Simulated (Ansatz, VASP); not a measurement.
## Two plane-wave programs on SnSe

```xyz
2
Lattice="0.0000 3.0100 3.0100 3.0100 0.0000 3.0100 3.0100 3.0100 0.0000" Properties=species:S:1:pos:R:3 pbc="T T T"
Sn    0.0000    0.0000    0.0000
Se    3.0100    3.0100    3.0100
```

Alike in both runs: task relaxation of cell and atoms; functional r2SCAN; dispersion D4; k mesh 6 × 6 × 6; no spin polarisation.

|  | VASP | Ansatz |
| --- | --- | --- |
| version | VASP 6.6.1 | Ansatz 0.2.0 |
| potentials or method | VASP PAW PBE potentials, release 64 (Sn_d, Se), cutoff 600 eV | plane waves, PAW |
| occupations | gaussian, width 0.01 eV | fixed |
| valence electrons in the cell | 20 | 30 |

```tsv
	VASP	Ansatz	Ansatz less VASP
relaxed volume (Å³/atom)	26.69	26.69	+0.001
relaxed cell length with the largest relative difference (Å)	4.226	4.226	+0.0001
```

VASP's potentials were made for PBE, not for r2SCAN. VASP's potentials hold 20 valence electrons a cell and Ansatz's 30, so a difference there can come from the potentials and not from the codes.
